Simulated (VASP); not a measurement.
# Ir (C2/m) in VASP: notebook, part 2 of 2

VASP 6.6.1. The steps go on from the part before.

## (4) Single point, LDA (engineering shear strain xz -0.0550, engineering shear strain yz -0.0550)

Contents of INCAR:

```
ALGO = Fast ; EDIFF = 1E-6
ENCUT = 520 ; ISIF = 2
ISMEAR = 0 ; LASPH = T
LCHARG = F ; LREAL = F
LWAVE = F ; NBANDS = 10
NELM = 80 ; PREC = Accurate
SIGMA = 0.15
```

Contents of KPOINTS:

```
k-points
0
Gamma
  20 20 20
```

Contents of POSCAR:

```
Ir
1.0
   -0.0523986665      1.8530073892      1.8530073892
    1.8530073892     -0.0523986665      1.8530073892
    1.9054060557      1.9054060557     -0.1047973331
Ir
1
Direct
    0.0000000000      0.0000000000      0.0000000000
```

Potentials or basis: VASP PAW LDA potentials, release 64 (Ir).

Command:

```bash
> cat potpaw_LDA.64/Ir/POTCAR > POTCAR
> mpirun -np 1 vasp_std > vasp.out
```

OUTCAR:

```text
EDIFF = 1E-6
   ENCUT = 520
   ISIF = 2
   ISMEAR = 0
   LASPH = T
   LREAL = F
   NELM = 80
   PREC = Accurate

 ion  position               nearest neighbor table
   1  0.000  0.000  0.000-

  LATTYP: Found a base centered monoclinic cell.
 ALAT       =     4.4965463505
 B/A-ratio  =     0.5992712797
 C/A-ratio  =     0.5997243074
 COS(beta)  =    -0.5338542620

  Lattice vectors:

 A1 = (   0.0523986665,  -1.8530073892,  -1.8530073892)
 A2 = (  -1.8530073892,   0.0523986665,  -1.8530073892)
 A3 = (   1.9054060557,   1.9054060557,  -0.1047973331)

Analysis of symmetry for initial positions (statically):
=====================================================================
 Subroutine PRICEL returns:
 Original cell was already a primitive cell.

 Routine SETGRP: Setting up the symmetry group for a
 base centered monoclinic supercell.

 Subroutine GETGRP returns: Found  4 space group operations
 (whereof  4 operations were pure point group operations)
 out of a pool of  4 trial point group operations.

The static configuration has the point symmetry C_2h.

Analysis of symmetry for dynamics (positions and initial velocities):
=====================================================================
 Subroutine PRICEL returns:
 Original cell was already a primitive cell.

 Routine SETGRP: Setting up the symmetry group for a
 base centered monoclinic supercell.

 Subroutine GETGRP returns: Found  4 space group operations
 (whereof  4 operations were pure point group operations)
 out of a pool of  4 trial point group operations.

The dynamic configuration has the point symmetry C_2h.

 Subroutine INISYM returns: Found  4 space group operations
 (whereof  4 operations are pure point group operations),
 and found     1 'primitive' translations

----------------------------------------------------------------------------------------

                                     Primitive cell

  volume of cell :      13.8145
[... 112 lines left out ...]
   GGA     = CA    functional components
   LHFCALC =     F    Hartree Fock is set to
   AEXX    =    0.0000 exact exchange contribution
   IVDW    =     0    specifies the selected vdW correction
   LEPSILON=     F    determine dielectric tensor
   LRPA    =     F    only Hartree local field effects (RPA)
 non-spin polarized calculation
 RMM-DIIS sequential band-by-band and
 Gauss-broadening in eV      SIGMA  =   0.15
  energy-cutoff  :      520.00
  volume of cell :       13.81
 maximum number of plane-waves:       384
   NGX =  9   NGY =  9   NGZ = 11

 number of electron       9.0000001 magnetization

 Free energy of the ion-electron system (eV)
  ---------------------------------------------------
  ext. energy  EPLUGINS =         0.00000000
  ---------------------------------------------------
  free energy    TOTEN  =       -10.25277913 eV

  energy without entropy =      -10.24322166  energy(sigma->0) =      -10.24800039

 E-fermi :  10.6784     XC(G=0): -14.2724

 val. band max:       10.6770336973   @ k =  -0.3500   0.3000   0.2500
 cond. band min:      10.6794248825   @ k =  -0.3500  -0.3500   0.1000
 fundamental gap:      0.0023911852
 Fermi energy:        10.6783710050

 k-point     1 :       0.0000    0.0000    0.0000
  band No.  band energies     occupation
      1      -0.6253      2.00000
      2       6.0501      2.00000
      3       6.5233      2.00000
      4       7.3049      2.00000
      5       9.5900      2.00000
      6       9.6083      2.00000
      7      24.9641      0.00000
      8      29.5623      0.00000
      9      30.7514      0.00000
     10      32.0814      0.00000
[... 287 lines left out ...]
 k-point    24 :      -0.3500    0.0500    0.0000
  band No.  band energies     occupation
      1       2.4474      2.00000
      2       6.2123      2.00000
      3       7.4244      2.00000
      4       7.6225      2.00000
      5      10.4373      1.97697
      6      11.4399      0.00000
      7      21.1866      0.00000
      8      25.9239      0.00000
      9      31.2202      0.00000
     10      33.6725      0.00000

 [... further k-points ...]

------------------------ aborting loop because EDIFF is reached ----------------------------------------

  FORCE on cell =-STRESS in cart. coord.  units (eV):
  Direction    XX          YY          ZZ          XY          YZ          ZX
  --------------------------------------------------------------------------------------
  -------------------------------------------------------------------------------------
  Total        0.4268561      0.4268561      0.6420224      0.0148577      1.4187707      1.4187708
  in kB       49.5058839     49.5058839     74.4604267      1.7231705    164.5460856    164.5460867
  external PRESSURE =      57.8240648 kB  Pullay stress =       0.0000000 kB

 VOLUME and BASIS-vectors are now :
 -----------------------------------------------------------------------------
  energy-cutoff  :      520.00
  volume of cell :       13.81
      direct lattice vectors                 reciprocal lattice vectors
    -0.052398667  1.853007389  1.853007389    -0.255184017  0.269638499  0.262808756
     1.853007389 -0.052398667  1.853007389     0.269638499 -0.255184017  0.262808756
     1.905406056  1.905406056 -0.104797333     0.255581515  0.255581515 -0.248354275

 POSITION                                       TOTAL-FORCE (eV/Angst)
 -----------------------------------------------------------------------------------
      0.00000      0.00000      0.00000        -0.000000     -0.000000     -0.000000
 -----------------------------------------------------------------------------------
    total drift:                                0.000000     -0.000000     -0.000000

  FREE ENERGIE OF THE ION-ELECTRON SYSTEM (eV)
  ---------------------------------------------------
  free  energy   TOTEN  =       -10.2527791264 eV

  energy  without entropy=      -10.2432216598  energy(sigma->0) =      -10.24800039
```

OSZICAR:

```text
N       E                     dE             d eps       ncg     rms          rms(c)
DAV:   1     0.477642382421E+02    0.47764E+02   -0.43894E+03 42546   0.826E+02
DAV:   2    -0.991982842035E+01   -0.57684E+02   -0.54810E+02 43142   0.199E+02
DAV:   3    -0.108426945969E+02   -0.92287E+00   -0.91938E+00 49612   0.310E+01
DAV:   4    -0.108514413966E+02   -0.87468E-02   -0.87450E-02 48420   0.274E+00
DAV:   5    -0.108516206908E+02   -0.17929E-03   -0.17929E-03 48666   0.375E-01    0.169E+01
RMM:   6    -0.103504681922E+02    0.50115E+00   -0.38462E-01 44102   0.779E+00    0.668E+00
RMM:   7    -0.102580276999E+02    0.92440E-01   -0.17519E-01 44716   0.373E+00    0.158E+00
RMM:   8    -0.102579638589E+02    0.63841E-04   -0.21605E-02 52862   0.188E+00    0.142E+00
RMM:   9    -0.102568278924E+02    0.11360E-02   -0.58216E-03 54650   0.719E-01    0.771E-01
RMM:  10    -0.102529385322E+02    0.38894E-02   -0.37959E-03 44777   0.976E-01    0.546E-01
RMM:  11    -0.102529821759E+02   -0.43644E-04   -0.41956E-04 47139   0.158E-01    0.389E-01
RMM:  12    -0.102529784117E+02    0.37642E-05   -0.45933E-05 59251   0.579E-02    0.380E-01
RMM:  13    -0.102529700007E+02    0.84110E-05   -0.10672E-05 48814   0.228E-02    0.375E-01
RMM:  14    -0.102529550437E+02    0.14957E-04   -0.96362E-07 31461   0.109E-02    0.360E-01
RMM:  15    -0.102529494506E+02    0.55932E-05   -0.20946E-07 25744   0.382E-03    0.361E-01
RMM:  16    -0.102527737840E+02    0.17567E-03   -0.43024E-04 84291   0.265E-01    0.125E-01
RMM:  17    -0.102527781916E+02   -0.44077E-05   -0.16204E-06 49511   0.112E-02    0.441E-02
RMM:  18    -0.102527791264E+02   -0.93475E-06   -0.47593E-07 31727   0.595E-03
   1 F= -.10252779E+02 E0= -.10248000E+02  d E =-.955747E-02
```

Run time: 4 min. Hardware: 1 thread of Intel Xeon Platinum 8375C at 2.90GHz (Ice Lake), shared host; peak memory 0.4 GiB.

Results:

| Property | Result |
| --- | --- |
| Free energy | -10.2528 eV |
| Pressure | 5.8 GPa |
| Band gap on the k mesh | zero (an odd number of electrons rules out a gap without spin polarisation) |

Stress tensor (GPa, compression positive):
```
 4.95  0.17 16.45
 0.17  4.95 16.45
16.45 16.45  7.45
```

Caveat: the cell differs from its parent crystal (engineering shear strain xz -0.0550, engineering shear strain yz -0.0550); the cell stands under pressure; spin-orbit coupling is left out, which moves the levels of the heavy elements.

## (5) Summary

```csv
cell,gap on the mesh (eV),pressure (GPa)
"a = 2.477, b = 2.477, c = 2.713 Å, angles 68.3, 68.3, 65.9°, 1 atom",none,32.3
"a = 2.549, b = 2.549, c = 2.703 Å, angles 65.5, 65.5, 63.8°, 1 atom",none,15.7
"a = 2.621, b = 2.621, c = 2.697 Å, angles 62.7, 62.7, 61.9°, 1 atom",none,5.8
```

Alike in all rows: task single point; level LDA; potentials or basis VASP PAW LDA potentials, release 64 (Ir); no spin polarisation; k mesh 20 × 20 × 20; cutoff (eV) 520; smearing gaussian 0.15 eV.

Caveats: the cell stands under pressure; spin-orbit coupling is left out, which moves the levels of the heavy elements.

Absolute energies hang on the potentials; compare differences alone.
